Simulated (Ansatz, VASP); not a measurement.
# One calculation of ScSbTe3, two programs

INCAR

```
SYSTEM = ScSbTe3
PREC = Accurate
ENCUT = 600
EDIFF = 1E-6
ISMEAR = 0
SIGMA = 0.1
LREAL = .FALSE.
LASPH = .TRUE.
NELM = 80
ALGO = Normal
ISIF = 3
LWAVE = .FALSE.
LCHARG = .FALSE.
GGA = PE
IBRION = 2
NSW = 90
EDIFFG = -0.04
```

The input KPOINTS:

```
Automatic mesh
0
G
  4 4 2
  0 0 0
```

POSCAR

```
ScSbTe3
1.0
    4.0591085200      0.0000000000      0.0000000000
    0.0000000000      4.0591085200      0.0000000000
    0.0000000000      0.0000000000      9.4606207700
Sc Sb Te
1 1 3
Direct
    0.5000000000      0.5000000000      0.5000000000
    0.5000000000      0.5000000000      0.0000000000
    0.0000000000      0.0000000000      0.5000000000
    0.0000000000      0.0000000000      0.8773810100
    0.0000000000      0.0000000000      0.1226189900
```

Input for Ansatz:

```yaml
crystal:
  lattice:
    - [4.05910852, 0.0, 0.0]
    - [0.0, 4.05910852, 0.0]
    - [0.0, 0.0, 9.46062077]
  atoms:
    - { symbol: Sc, position: [0.5, 0.5, 0.5] }
    - { symbol: Sb, position: [0.5, 0.5, 0.0] }
    - { symbol: Te, position: [0.0, 0.0, 0.5] }
    - { symbol: Te, position: [0.0, 0.0, 0.87738101] }
    - { symbol: Te, position: [0.0, 0.0, 0.12261899] }
basis:
  ecutwfc: 420
kpoints:
  mp_grid: { grid: [4, 4, 2] }
hamiltonian:
  xc: pbe
scf:
  occupations: { method: gaussian, width: 0.1 }
  lower_state_search: "off"
output:
  forces: true
  stress: true
  eigenvalues: true
relax:
  adjacent_minimum: "off"
  f_tol: 0.04
  max_steps: 70
  cell: { stress_tol: 0.4 }
```

Alike in both runs: task relaxation of cell and atoms; functional PBE; k mesh 4 × 4 × 2; occupations gaussian, width 0.1 eV; no spin polarisation.

|  | VASP | Ansatz |
| --- | --- | --- |
| version | VASP 6.6.1 | Ansatz 0.2.0 |
| potentials or method | VASP PAW PBE potentials, release 64 (Sc_sv, Sb, Te), cutoff 600 eV | scalar-relativistic, plane waves, PAW |
| valence electrons in the cell | 34 | 74 |

|  | VASP | Ansatz | Ansatz less VASP |
| --- | --- | --- | --- |
| gap on the k mesh at the Fermi level, each at its own relaxed structure (eV) | none | none | - |
| relaxed volume (Å³/atom) | 33.49 | 32.50 | -0.990 |
| relaxed length of the cell vector where the two differ most in proportion (Å) | 4.059 | 3.996 | -0.0632 |

A gap of «none» marks a metal or a gap that the smearing closes. VASP's potentials hold 34 valence electrons a cell and Ansatz's 74, so a difference there can come from the potentials and not from the codes.

The k mesh is coarse, so the values compare programs but aren't converged. Neither program's run includes spin-orbit coupling.
